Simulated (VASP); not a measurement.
Here is a VASP 6.6.1 calculation.

INCAR

```
SYSTEM = LiH
PREC     = Accurate       ! precision mode
ENCUT    = 520            ! plane-wave cutoff, eV
EDIFF    = 1E-7           ! SCF threshold, eV
ISMEAR   = 0              ! smearing method
SIGMA    = 0.02           ! smearing width, eV
LREAL    = .FALSE.        ! projectors in reciprocal space
LASPH    = .TRUE.         ! aspherical terms in the spheres
NELM     = 80             ! most SCF steps
ALGO     = Normal         ! electronic algorithm
ISIF     = 2              ! what is computed and relaxed
LWAVE    = .FALSE.        ! write WAVECAR
LCHARG   = .FALSE.        ! write CHGCAR
GGA      = PS             ! functional
NBANDS   = 12             ! bands
```

KPOINTS

```
regular mesh
0
G
  8 8 6
  0 0 0
```

File POSCAR:

```
LiH
1.0
    1.9899771082      1.9899771082      0.0000000000
   -1.9899771082      1.9899771082      0.0000000000
    0.0000000000      0.0000000000      4.0993528428
Li H
2 2
Direct
    0.0000000000      0.0000000000      0.0000000000
    0.5000000000      0.5000000000      0.5000000000
    0.5000000000      0.5000000000      0.0000000000
    0.0000000000      0.0000000000      0.5000000000
```

Potentials or basis: VASP PAW PBE potentials, release 64 (Li_sv, H).

Launch:

```bash
$ cat potpaw_PBE.64/Li_sv/POTCAR potpaw_PBE.64/H/POTCAR > POTCAR
$ mpirun -np 1 vasp_std > vasp.out
```

(1) Estimate the band gap on the k mesh.

## Answers

(1) 2.42 eV.
